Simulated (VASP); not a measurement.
# Ru in VASP: further runs

Ru is run at these levels: PBEsol+U, PBEsol; tasks: single point, relaxation of cell and atoms.

Program: VASP 6.6.1. These are calculated values, not measurements. Logs are shortened: lines on timing, memory, paths and dates and some standing lists are left out, and cuts for length are marked.

## 1. The cell of the first run

Symmetry: P6_3/mmc, No. 194, hexagonal system. Conventional cell: a = 2.679 Å, b = 2.679 Å, c = 4.229 Å, α = 90.00°, β = 90.00°, γ = 120.00°. Within 3.5 Å of Ru (site symmetry -6m2) lie 12 Ru at 2.62 to 2.68 Å.

## 2. Single point, PBEsol+U

INCAR reads:

```
ALGO     = Normal         # electronic algorithm
EDIFF    = 1E-6           # SCF threshold, eV
ENCUT    = 520            # plane-wave cutoff, eV
GGA      = PS             # functional
ISIF     = 2              # what is computed and relaxed
ISMEAR   = -1             # smearing method
LASPH    = T              # aspherical terms in the spheres
LCHARG   = F              # write CHGCAR
LDAU     = T              # DFT+U
LDAUJ    = 0            
LDAUL    = 2              # shell
LDAUPRINT= 1            
LDAUTYPE = 2            
LDAUU    = 6              # U, eV
LMAXMIX  = 4              # l up to which the mixer works
LREAL    = F              # projectors in reciprocal space
LWAVE    = F              # write WAVECAR
NBANDS   = 21             # bands
NELM     = 150            # most SCF steps
PREC     = Accurate       # precision mode
SIGMA    = 0.05           # smearing width, eV
```

KPOINTS reads:

```
k-points
0
Gamma
  9 9 5
```

POSCAR reads:

```
Ru
1.0
    2.6794714315      0.0000010283      0.0000005665
   -1.3397348252      2.3204891443     -0.0000003430
    0.0000008965     -0.0000001092      4.2291582365
Ru
2
Direct
    0.3412217911      0.6838071891      0.2555673454
    0.6745557489      0.3504738509      0.7555686546
```

Potentials or basis: VASP PAW PBE potentials, release 64 (Ru_pv).

Command:

```bash
> cat potpaw_PBE.64/Ru_pv/POTCAR > POTCAR
> mpirun -np 1 vasp_std > vasp.out
```

OUTCAR:

```text
EDIFF = 1E-6
   ENCUT = 520
   GGA = PS
   ISIF = 2
   ISMEAR = -1
   LASPH = T
   LREAL = F
   NELM = 150
   PREC = Accurate

 ion  position               nearest neighbor table
   1  0.341  0.684  0.256-   2 2.62   2 2.62   2 2.62   2 2.62   2 2.62   2 2.62
   2  0.675  0.350  0.756-   1 2.62   1 2.62   1 2.62   1 2.62   1 2.62   1 2.62

  LATTYP: Found a hexagonal cell.
 ALAT       =     2.6794714315
 C/A-ratio  =     1.5783554125

  Lattice vectors:

 A1 = (   2.6794714315,   0.0000010283,   0.0000005665)
 A2 = (  -1.3397348252,   2.3204891443,  -0.0000003430)
 A3 = (   0.0000008965,  -0.0000001092,   4.2291582365)

Analysis of symmetry for initial positions (statically):
=====================================================================
 Subroutine PRICEL returns:
 Original cell was already a primitive cell.

 Routine SETGRP: Setting up the symmetry group for a
 hexagonal supercell.

 Subroutine GETGRP returns: Found 24 space group operations
 (whereof  1 operations were pure point group operations)
 out of a pool of 24 trial point group operations.

The static configuration has the point symmetry C_1 .
 The point group associated with its full space group is D_6h.

Analysis of symmetry for dynamics (positions and initial velocities):
=====================================================================
 Subroutine PRICEL returns:
 Original cell was already a primitive cell.

 Routine SETGRP: Setting up the symmetry group for a
 hexagonal supercell.

 Subroutine GETGRP returns: Found 24 space group operations
 (whereof  1 operations were pure point group operations)
 out of a pool of 24 trial point group operations.

The dynamic configuration has the point symmetry C_1 .
 The point group associated with its full space group is D_6h.

 Subroutine INISYM returns: Found 24 space group operations
 (whereof  1 operations are pure point group operations),
 and found     1 'primitive' translations

----------------------------------------------------------------------------------------

                                     Primitive cell

  volume of cell :      26.2956

  direct lattice vectors                    reciprocal lattice vectors
     2.679471432  0.000001028  0.000000566     0.373207852  0.215471621 -0.000000074
    -1.339734825  2.320489144 -0.000000343    -0.000000165  0.430943528  0.000000011
     0.000000897 -0.000000109  4.229158237    -0.000000050  0.000000006  0.236453673

  length of vectors
     2.679471432  2.679469961  4.229158237     0.430943291  0.430943528  0.236453673

  position of ions in fractional coordinates (direct lattice)
     0.341221791  0.683807189  0.255567345
     0.674555749  0.350473851  0.755568655

  ion indices of the primitive-cell ions
   primitive index   ion index
                 1           1
                 2           2

----------------------------------------------------------------------------------------

 KPOINTS: k-points

Automatic generation of k-mesh.
 Grid dimensions read from file:
 generate k-points for:    9    9    5

 Generating k-lattice:

  Cartesian coordinates                     Fractional coordinates (reciprocal lattice)
     0.041467539  0.023941291 -0.000000008     0.111111111 -0.000000000 -0.000000000
    -0.000000018  0.047882614  0.000000001    -0.000000000  0.111111111  0.000000000
    -0.000000010  0.000000001  0.047290735    -0.000000000  0.000000000  0.200000000

[... 86 lines left out ...]
   LHFCALC =     F    Hartree Fock is set to
   AEXX    =    0.0000 exact exchange contribution
   IVDW    =     0    specifies the selected vdW correction
   LEPSILON=     F    determine dielectric tensor
   LRPA    =     F    only Hartree local field effects (RPA)
 non-spin polarized calculation
  energy-cutoff  :      520.00
  volume of cell :       26.30
 maximum number of plane-waves:       719
 NGX is ok and might be reduce to    20
   NGX =  9   NGY =  9   NGZ = 15

atom =   1  type =  1  l = 2

 onsite density matrix

spin component  1

  0.6108  0.0000 -0.0000 -0.0000  0.0000
  0.0000  0.6255 -0.0000  0.0000  0.0000
 -0.0000 -0.0000  0.5959  0.0000 -0.0000
 -0.0000  0.0000  0.0000  0.6255  0.0000
  0.0000  0.0000 -0.0000  0.0000  0.6108

spin component  2

  0.6108  0.0000 -0.0000 -0.0000  0.0000
  0.0000  0.6255 -0.0000  0.0000  0.0000
 -0.0000 -0.0000  0.5959  0.0000 -0.0000
 -0.0000  0.0000  0.0000  0.6255  0.0000
  0.0000  0.0000 -0.0000  0.0000  0.6108

 occupancies and eigenvectors

  o =  0.5959  v = -0.0000 -0.0000 -1.0000  0.0000 -0.0000  0.0000  0.0000  0.0000  0.0000  0.0000      0.0000  0.0000  0.0000  0.0000  0.0000  0.0000  0.0000  0.0000  0.0000  0.0000
  o =  0.5959  v =  0.0000  0.0000  0.0000  0.0000  0.0000 -0.0000 -0.0000 -1.0000  0.0000 -0.0000      0.0000  0.0000  0.0000  0.0000  0.0000  0.0000  0.0000  0.0000  0.0000  0.0000
  o =  0.6108  v =  0.0000  0.0000  0.0000  0.0000  0.0000 -0.3521  0.0000  0.0000 -0.0000  0.9360      0.0000  0.0000  0.0000  0.0000  0.0000  0.0000  0.0000  0.0000  0.0000  0.0000
  o =  0.6108  v = -0.3521  0.0000  0.0000 -0.0000  0.9360  0.0000  0.0000  0.0000  0.0000  0.0000      0.0000  0.0000  0.0000  0.0000  0.0000  0.0000  0.0000  0.0000  0.0000  0.0000
  o =  0.6108  v =  0.0000  0.0000  0.0000  0.0000  0.0000  0.9360 -0.0000 -0.0000 -0.0000  0.3521      0.0000  0.0000  0.0000  0.0000  0.0000  0.0000  0.0000  0.0000  0.0000  0.0000
  o =  0.6108  v =  0.9360 -0.0000 -0.0000 -0.0000  0.3521  0.0000  0.0000  0.0000  0.0000  0.0000      0.0000  0.0000  0.0000  0.0000  0.0000  0.0000  0.0000  0.0000  0.0000  0.0000
  o =  0.6255  v = -0.0000 -0.8222  0.0000  0.5692  0.0000  0.0000  0.0000  0.0000  0.0000  0.0000      0.0000  0.0000  0.0000  0.0000  0.0000  0.0000  0.0000  0.0000  0.0000  0.0000
  o =  0.6255  v =  0.0000  0.0000  0.0000  0.0000  0.0000 -0.0000 -0.8222  0.0000  0.5692  0.0000      0.0000  0.0000  0.0000  0.0000  0.0000  0.0000  0.0000  0.0000  0.0000  0.0000
  o =  0.6255  v =  0.0000  0.0000  0.0000  0.0000  0.0000  0.0000  0.5692  0.0000  0.8222  0.0000      0.0000  0.0000  0.0000  0.0000  0.0000  0.0000  0.0000  0.0000  0.0000  0.0000
  o =  0.6255  v =  0.0000  0.5692  0.0000  0.8222  0.0000  0.0000  0.0000  0.0000  0.0000  0.0000      0.0000  0.0000  0.0000  0.0000  0.0000  0.0000  0.0000  0.0000  0.0000  0.0000

atom =   2  type =  1  l = 2

 onsite density matrix

spin component  1

  0.6108  0.0000 -0.0000 -0.0000  0.0000
  0.0000  0.6255 -0.0000  0.0000  0.0000
 -0.0000 -0.0000  0.5959  0.0000 -0.0000
 -0.0000  0.0000  0.0000  0.6255  0.0000
  0.0000  0.0000 -0.0000  0.0000  0.6108

spin component  2

  0.6108  0.0000 -0.0000 -0.0000  0.0000
  0.0000  0.6255 -0.0000  0.0000  0.0000
 -0.0000 -0.0000  0.5959  0.0000 -0.0000
 -0.0000  0.0000  0.0000  0.6255  0.0000
  0.0000  0.0000 -0.0000  0.0000  0.6108

 occupancies and eigenvectors

  o =  0.5959  v = -0.0000 -0.0000 -1.0000  0.0000 -0.0000  0.0000  0.0000  0.0000  0.0000  0.0000      0.0000  0.0000  0.0000  0.0000  0.0000  0.0000  0.0000  0.0000  0.0000  0.0000
  o =  0.5959  v =  0.0000  0.0000  0.0000  0.0000  0.0000 -0.0000 -0.0000 -1.0000  0.0000 -0.0000      0.0000  0.0000  0.0000  0.0000  0.0000  0.0000  0.0000  0.0000  0.0000  0.0000
  o =  0.6108  v =  0.0000  0.0000  0.0000  0.0000  0.0000 -0.3521  0.0000 -0.0000 -0.0000  0.9360      0.0000  0.0000  0.0000  0.0000  0.0000  0.0000  0.0000  0.0000  0.0000  0.0000
  o =  0.6108  v = -0.3521  0.0000 -0.0000 -0.0000  0.9360  0.0000  0.0000  0.0000  0.0000  0.0000      0.0000  0.0000  0.0000  0.0000  0.0000  0.0000  0.0000  0.0000  0.0000  0.0000
  o =  0.6108  v =  0.0000  0.0000  0.0000  0.0000  0.0000  0.9360 -0.0000 -0.0000 -0.0000  0.3521      0.0000  0.0000  0.0000  0.0000  0.0000  0.0000  0.0000  0.0000  0.0000  0.0000
  o =  0.6108  v =  0.9360 -0.0000 -0.0000 -0.0000  0.3521  0.0000  0.0000  0.0000  0.0000  0.0000      0.0000  0.0000  0.0000  0.0000  0.0000  0.0000  0.0000  0.0000  0.0000  0.0000
  o =  0.6255  v = -0.0000 -0.8222  0.0000  0.5692  0.0000  0.0000  0.0000  0.0000  0.0000  0.0000      0.0000  0.0000  0.0000  0.0000  0.0000  0.0000  0.0000  0.0000  0.0000  0.0000
  o =  0.6255  v =  0.0000  0.0000  0.0000  0.0000  0.0000 -0.0000 -0.8222  0.0000  0.5692  0.0000      0.0000  0.0000  0.0000  0.0000  0.0000  0.0000  0.0000  0.0000  0.0000  0.0000
  o =  0.6255  v =  0.0000  0.0000  0.0000  0.0000  0.0000  0.0000  0.5692  0.0000  0.8222  0.0000      0.0000  0.0000  0.0000  0.0000  0.0000  0.0000  0.0000  0.0000  0.0000  0.0000
  o =  0.6255  v =  0.0000  0.5692  0.0000  0.8222  0.0000  0.0000  0.0000  0.0000  0.0000  0.0000      0.0000  0.0000  0.0000  0.0000  0.0000  0.0000  0.0000  0.0000  0.0000  0.0000

 number of electron      28.0000006 magnetization

 Free energy of the ion-electron system (eV)
  ---------------------------------------------------
  ext. energy  EPLUGINS =         0.00000000
  ---------------------------------------------------
  free energy    TOTEN  =        -6.07781003 eV

  energy without entropy =       -6.06807576  energy(sigma->0) =       -6.07294289

 E-fermi :  12.9324     XC(G=0): -14.4525

 val. band max:       12.8569171274   @ k =   0.1111   0.1111   0.4000
 cond. band min:      12.9748565818   @ k =   0.3333  -0.0000  -0.0000
 fundamental gap:      0.1179394543
 Fermi energy:        12.9324335778

 k-point     1 :       0.0000    0.0000    0.0000
  band No.  band energies     occupation
      1     -30.2624      2.00000
      2     -29.2167      2.00000
      3     -29.2167      2.00000
      4     -29.0238      2.00000
      5     -29.0238      2.00000
      6     -28.9655      2.00000
[... 565 lines left out ...]
     20      23.8937      0.00000
     21      23.8937      0.00000

 [... further k-points ...]

------------------------ aborting loop because EDIFF is reached ----------------------------------------

  FORCE on cell =-STRESS in cart. coord.  units (eV):
  Direction    XX          YY          ZZ          XY          YZ          ZX
  --------------------------------------------------------------------------------------
  -------------------------------------------------------------------------------------
  Total       -0.9414701     -0.9414696     -1.0910627     -0.0000007      0.0000001     -0.0000004
  in kB      -57.3633396    -57.3633064    -66.4779475     -0.0000440      0.0000032     -0.0000262
  external PRESSURE =     -60.4015312 kB  Pullay stress =       0.0000000 kB

 VOLUME and BASIS-vectors are now :
 -----------------------------------------------------------------------------
  energy-cutoff  :      520.00
  volume of cell :       26.30
      direct lattice vectors                 reciprocal lattice vectors
     2.679471432  0.000001028  0.000000566     0.373207852  0.215471621 -0.000000074
    -1.339734825  2.320489144 -0.000000343    -0.000000165  0.430943528  0.000000011
     0.000000897 -0.000000109  4.229158237    -0.000000050  0.000000006  0.236453673

 POSITION                                       TOTAL-FORCE (eV/Angst)
 -----------------------------------------------------------------------------------
     -0.00183      1.58677      1.08083        -0.000000      0.000000      0.000000
      1.33791      0.81327      3.19542         0.000000     -0.000000      0.000000
 -----------------------------------------------------------------------------------
    total drift:                                0.000010     -0.002166     -0.001624

  FREE ENERGIE OF THE ION-ELECTRON SYSTEM (eV)
  ---------------------------------------------------
  free  energy   TOTEN  =        -6.0778100270 eV

  energy  without entropy=       -6.0680757612  energy(sigma->0) =       -6.07294289
```

Run time: 8.5 s. Hardware: 1 thread of Intel Xeon 6975P-C (Granite Rapids), shared host; peak memory 0.14 GiB.

Results:

- Free energy: -6.0778 eV
- Pressure: -6.0 GPa
- Band gap on the k mesh: zero (band 14 reaches 14.35 eV, above the bottom of band 15 at 11.12 eV)

Stress tensor (GPa, compression positive):
```
-5.74  0.00  0.00
 0.00 -5.74  0.00
 0.00  0.00 -6.65
```

Levels at points of the mesh, in eV from the Fermi level:
| k point | band 11 | band 12 | band 13 | band 14 | band 15 | band 16 | band 17 | band 18 |
| --- | --- | --- | --- | --- | --- | --- | --- | --- |
| (0.00, 0.00, 0.00) | -2.60 | -2.17 | -2.17 | -1.72 | -1.72 | 1.03 | 1.03 | 1.67 |

Eigenvalues of the final occupation matrices:
```
    site  spin  trace               eigenvalues
site 1 d     1   3.07  0.60 0.61 0.61 0.63 0.63
site 1 d     2   3.07  0.60 0.61 0.61 0.63 0.63
site 2 d     1   3.07  0.60 0.61 0.61 0.63 0.63
site 2 d     2   3.07  0.60 0.61 0.61 0.63 0.63
```

Caveat: the PAW data sets were made with another functional, which shifts forces and pressure a little; U without spin polarisation on a metal has little footing; the U is typed as a test and isn't derived for this compound.

(Part 1 of 2 ends here.)
